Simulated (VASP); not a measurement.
Here is a VASP 6.6.1 calculation.

Contents of INCAR:

```
SYSTEM = AlN
PREC = Accurate
ENCUT = 520
EDIFF = 1E-6
ISMEAR = 0
SIGMA = 0.01
LREAL = .FALSE.
LASPH = .TRUE.
NELM = 100
ALGO = Normal
ISIF = 2
LWAVE = .FALSE.
LCHARG = .FALSE.
NBANDS = 16
```

File KPOINTS:

```
Automatic mesh
0
G
  8 8 4
  0 0 0
```

POSCAR

```
AlN
1.0
    3.1196577524      0.0000000000      0.0000000000
   -1.5598288762      2.7017028647      0.0000000000
    0.0000000000      0.0000000000      4.9126000807
Al N
2 2
Direct
    0.3333333333      0.6666666667     -0.0025001635
    0.6666666667      0.3333333333      0.4974998365
    0.3333333333      0.6666666667      0.3825001635
    0.6666666667      0.3333333333      0.8825001635
```

Potentials or basis: VASP PAW LDA potentials, release 64 (Al, N).

Launch:

```sh
$ cat potpaw_LDA.64/Al/POTCAR potpaw_LDA.64/N/POTCAR > POTCAR
$ mpirun -np 1 vasp_std > vasp.out
```

Task: What does it give for the pressure?

Result: -2.5 GPa.

Task: Estimate the band gap on the k mesh.

Result: 4.21 eV, direct.

Stress tensor (GPa, compression positive):
```
-3.99  0.00  0.00
 0.00 -3.99  0.00
 0.00  0.00  0.56
```

Caveat: the cell differs from its parent crystal (in-plane strain +0.01, then relaxed in part).
